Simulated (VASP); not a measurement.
# AlCu3 (Pm-3m) in VASP: a series of runs, part 2 of 2

VASP 6.6.1. Earlier steps stand in the parts before.

**3. Relaxation of cell and atoms, PBEsol, target pressure -3 GPa, at which the enthalpy is minimised**

This run uses another cell than the first one, of 12.32 Å³/atom.

File INCAR:

```
SYSTEM = AlCu3
PREC = Accurate
ENCUT = 600
EDIFF = 1E-6
ISMEAR = 0
SIGMA = 0.1
LREAL = .FALSE.
LASPH = .TRUE.
NELM = 100
ALGO = Fast
ISIF = 3
LWAVE = .FALSE.
LCHARG = .FALSE.
GGA = PS
IBRION = 2
NSW = 70
EDIFFG = -0.008
PSTRESS = -30.0
```

File KPOINTS:

```
Automatic mesh
0
G
  12 12 12
  0 0 0
```

File POSCAR:

```
AlCu3
1.0
    3.6663419469      0.0000000000      0.0000000000
    0.0000000000      3.6663419469      0.0000000000
    0.0000000000      0.0000000000      3.6663419469
Al Cu
1 3
Direct
    0.0000000000      0.0000000000      0.0000000000
    0.5000000000      0.5000000000      0.0000000000
    0.5000000000      0.0000000000      0.5000000000
    0.0000000000      0.5000000000      0.5000000000
```

Potentials or basis: VASP PAW PBE potentials, release 64 (Al, Cu).

The run is started by

```sh
$ cat potpaw_PBE.64/Al/POTCAR potpaw_PBE.64/Cu/POTCAR > POTCAR
$ mpirun -np 1 vasp_std > vasp.out
```

It took 6.4 min on 1 thread of Intel Xeon 8259CL, shared host; peak memory 0.24 GiB.

The run converged. Its results:

| Quantity | Value |
| --- | --- |
| Free energy | -17.7714 eV |
| Relaxed volume | 12.28 Å³/atom |
| Relaxed cell | a = 3.662 Å, b = 3.662 Å, c = 3.662 Å, α = 90.00°, β = 90.00°, γ = 90.00° |
| Space group after relaxing (to 0.1 Å) | Pm-3m (No. 221) |
| Energy change on relaxing (the run minimises the enthalpy) | -0.9 meV/atom |
| Ionic steps | 4 |
| Pressure after relaxing | -3.0 GPa |
| Band gap on the k mesh | zero (bands 18 and 19 overlap by 5.44 eV) |

The path:
```tsv
step	energy change (eV)	largest force (eV/Å)	pressure (GPa)	volume (Å³)
1	0.0000	0.0000	-3.38	49.28
2	-0.0041	0.0000	-2.82	49.08
3	-0.0033	0.0000	-3.12	49.12
4	-0.0036	0.0000	-3.04	49.10
```

Final structure:
```xyz
4
Lattice="3.6619 0.0000 0.0000 0.0000 3.6619 0.0000 0.0000 0.0000 3.6619" Properties=species:S:1:pos:R:3 pbc="T T T"
Al    0.0000    0.0000    0.0000
Cu    1.8309    1.8309    0.0000
Cu    1.8309    0.0000    1.8309
Cu    0.0000    1.8309    1.8309
```

Levels at points of the mesh, in eV from the Fermi level:
| k point | band 15 | band 16 | band 17 | band 18 | band 19 | band 20 | band 21 | band 22 |
| --- | --- | --- | --- | --- | --- | --- | --- | --- |
| (0.00, 0.00, 0.00) | -2.02 | -2.02 | -0.25 | -0.25 | -0.25 | 4.32 | 4.32 | 4.96 |
| (0.50, 0.00, 0.00) | -2.82 | -2.43 | -2.02 | 3.74 | 3.74 | 3.89 | 3.89 | 4.76 |
| (0.50, 0.50, 0.00) | -2.81 | -2.70 | -2.31 | -1.19 | -1.19 | 6.26 | 6.39 | 6.39 |
| (0.50, 0.50, 0.50) | -2.87 | -2.19 | -2.19 | -2.19 | -1.37 | 1.24 | 1.72 | 1.72 |

Caveat: the cell is relaxed towards a set pressure, so the run minimises the enthalpy, not the energy; the PAW data sets were made with another functional, which shifts forces and pressure a little.

**4. Relaxation of cell and atoms, PBEsol, target pressure 60 GPa, at which the enthalpy is minimised**

This run uses another cell than the first one, of 9.60 Å³/atom.

File INCAR:

```
ALGO = Normal
EDIFF = 1E-6
EDIFFG = -0.008
ENCUT = 600
GGA = PS
IBRION = 2
ISIF = 3
ISMEAR = 0
LASPH = T
LCHARG = F
LREAL = F
LWAVE = F
NELM = 80
NSW = 70
PREC = Accurate
PSTRESS = 600.0
SIGMA = 0.1
```

File KPOINTS:

```
k-points
0
Gamma
  12 12 12
```

File POSCAR:

```
AlCu3
1.0
    3.3735307774      0.0000000000      0.0000000000
    0.0000000000      3.3735307774      0.0000000000
    0.0000000000      0.0000000000      3.3735307774
Al Cu
1 3
Direct
    0.0000000000      0.0000000000      0.0000000000
    0.5000000000      0.5000000000      0.0000000000
    0.5000000000      0.0000000000      0.5000000000
    0.0000000000      0.5000000000      0.5000000000
```

The run is started by

```sh
$ cat potpaw_PBE.64/Al/POTCAR potpaw_PBE.64/Cu/POTCAR > POTCAR
$ mpirun -np 1 vasp_std > vasp.out
```

Wall time 4.1 min (1 thread of Intel Xeon 8259CL, shared host); peak memory 0.22 GiB.

Results (log left out):

```yaml
Free_energy: -16.2783 eV
Relaxed_volume: 9.53 Å³/atom
Relaxed_cell: a = 3.365 Å, b = 3.365 Å, c = 3.365 Å, α = 90.00°, β = 90.00°, γ = 90.00°
Space_group_after_relaxing_to_0.1_Å: Pm-3m (No. 221)
Energy_change_on_relaxing_the_run_minimises_the_enthalpy: +25.1 meV/atom
Ionic_steps: 3
Pressure_after_relaxing: 59.9 GPa
Band_gap_on_the_k_mesh: zero (bands 18 and 19 overlap by 6.68 eV)
```

The path:
```tsv
step	energy change (eV)	largest force (eV/Å)	pressure (GPa)	volume (Å³)
1	0.0000	0.0000	57.18	38.39
2	0.3607	0.0000	67.13	37.46
3	0.1004	0.0000	59.92	38.12
```

Final structure:
```cif
data_structure
_symmetry_space_group_name_H-M 'P 1'
_symmetry_Int_Tables_number 1
_cell_length_a 3.3655
_cell_length_b 3.3655
_cell_length_c 3.3655
_cell_angle_alpha 90.000
_cell_angle_beta 90.000
_cell_angle_gamma 90.000
_cell_volume 38.12
loop_
_atom_site_label
_atom_site_type_symbol
_atom_site_fract_x
_atom_site_fract_y
_atom_site_fract_z
_atom_site_occupancy
Al1 Al 0.00000 0.00000 0.00000 1
Cu1 Cu 0.50000 0.50000 0.00000 1
Cu2 Cu 0.50000 0.00000 0.50000 1
Cu3 Cu 0.00000 0.50000 0.50000 1
```

Levels at points of the mesh, in eV from the Fermi level:
```tsv
k point	band 16	band 17	band 18	band 19	band 20	band 21
(0.00, 0.00, 0.00)	-2.39	-0.61	-0.61	-0.61	5.31	5.31
(0.50, 0.00, 0.00)	-3.00	-2.39	4.24	4.24	4.64	4.64
(0.50, 0.50, 0.00)	-3.39	-2.85	-1.25	-1.25	7.17	7.17
(0.50, 0.50, 0.50)	-2.63	-2.63	-2.63	-2.30	2.49	2.49
```

Caveat: the cell is relaxed towards a set pressure, so the run minimises the enthalpy, not the energy; the PAW data sets were made with another functional, which shifts forces and pressure a little.

**5. Relaxation of cell and atoms, PBEsol, target pressure 30 GPa, at which the enthalpy is minimised**

This run uses another cell than the first one, of 10.36 Å³/atom.

File INCAR:

```
ALGO     = Normal         # electronic algorithm
EDIFF    = 1E-7           # SCF threshold, eV
EDIFFG   = -0.008         # ionic threshold
ENCUT    = 600            # plane-wave cutoff, eV
GGA      = PS             # functional
IBRION   = 2              # ionic algorithm
ISIF     = 3              # what is computed and relaxed
ISMEAR   = 0              # smearing method
LASPH    = T              # aspherical terms in the spheres
LCHARG   = F              # write CHGCAR
LREAL    = F              # projectors in reciprocal space
LWAVE    = F              # write WAVECAR
NELM     = 100            # most SCF steps
NSW      = 70             # ionic steps
PREC     = Accurate       # precision mode
PSTRESS  = 300.0        
SIGMA    = 0.1            # smearing width, eV
```

KPOINTS is that of step 4.

File POSCAR:

```
AlCu3
1.0
    3.4600301945      0.0000000000      0.0000000000
    0.0000000000      3.4600301945      0.0000000000
    0.0000000000      0.0000000000      3.4600301945
Al Cu
1 3
Direct
    0.0000000000      0.0000000000      0.0000000000
    0.5000000000      0.5000000000      0.0000000000
    0.5000000000      0.0000000000      0.5000000000
    0.0000000000      0.5000000000      0.5000000000
```

The run is started by

```sh
$ cat potpaw_PBE.64/Al/POTCAR potpaw_PBE.64/Cu/POTCAR > POTCAR
$ mpirun -np 1 vasp_std > vasp.out
```

Wall time 4.7 min (1 thread of Intel Xeon 8259CL, shared host); peak memory 0.22 GiB.

The run converged. Its results:

* Free energy: -17.2549 eV
* Relaxed volume: 10.42 Å³/atom
* Relaxed cell: a = 3.467 Å, b = 3.467 Å, c = 3.467 Å, α = 90.00°, β = 90.00°, γ = 90.00°
* Space group after relaxing (to 0.1 Å): Pm-3m (No. 221)
* Energy change on relaxing (the run minimises the enthalpy): -12.4 meV/atom
* Ionic steps: 3
* Pressure after relaxing: 30.0 GPa
* Band gap on the k mesh: zero (bands 18 and 19 overlap by 6.23 eV)

The path:
```
step  energy change (eV)  largest force (eV/Å)  pressure (GPa)  volume (Å³)
   1              0.0000                0.0000           31.74        41.42
   2             -0.1246                0.0000           27.27        42.10
   3             -0.0496                0.0000           30.02        41.68
```

Final structure:
```cif
data_structure
_symmetry_space_group_name_H-M 'P 1'
_symmetry_Int_Tables_number 1
_cell_length_a 3.4672
_cell_length_b 3.4672
_cell_length_c 3.4672
_cell_angle_alpha 90.000
_cell_angle_beta 90.000
_cell_angle_gamma 90.000
_cell_volume 41.68
loop_
_atom_site_label
_atom_site_type_symbol
_atom_site_fract_x
_atom_site_fract_y
_atom_site_fract_z
_atom_site_occupancy
Al1 Al 0.00000 0.00000 0.00000 1
Cu1 Cu 0.50000 0.50000 0.00000 1
Cu2 Cu 0.50000 0.00000 0.50000 1
Cu3 Cu 0.00000 0.50000 0.50000 1
```

Levels at points of the mesh, in eV from the Fermi level:
```tsv
k point	band 14	band 15	band 16	band 17	band 18	band 19	band 20	band 21	band 22
(0.00, 0.00, 0.00)	-2.24	-2.24	-2.24	-0.47	-0.47	-0.47	4.95	4.95	6.22
(0.50, 0.00, 0.00)	-3.38	-3.26	-2.77	-2.24	4.12	4.12	4.31	4.31	5.02
(0.50, 0.50, 0.00)	-3.27	-3.26	-3.11	-2.63	-1.22	-1.22	6.89	6.89	7.25
(0.50, 0.50, 0.50)	-3.35	-3.35	-2.45	-2.45	-2.45	-1.94	2.08	2.20	2.20
```

Caveat: the cell is relaxed towards a set pressure, so the run minimises the enthalpy, not the energy; the PAW data sets were made with another functional, which shifts forces and pressure a little.

**6. Overview**

```csv
cell,smearing,gap on the mesh (eV),pressure (GPa)
"relaxed from a = 3.632 Å, 4 atoms",fermi-dirac 0.15 eV,none,0.0
"relaxed to -3 GPa from a = 3.666 Å, 4 atoms",gaussian 0.1 eV,none,-3.0
"relaxed to 60 GPa from a = 3.374 Å, 4 atoms",gaussian 0.1 eV,none,59.9
"relaxed to 30 GPa from a = 3.460 Å, 4 atoms",gaussian 0.1 eV,none,30.0
```

Alike in all rows: task relaxation of cell and atoms; level PBEsol; potentials or basis VASP PAW PBE potentials, release 64 (Al, Cu); no spin polarisation; k mesh 12 × 12 × 12; cutoff (eV) 600.

Caveats: the PAW data sets were made with another functional, which shifts forces and pressure a little; the cell is relaxed towards a set pressure, so the run minimises the enthalpy, not the energy (at least some runs).

Absolute energies hang on the potentials; compare differences alone.
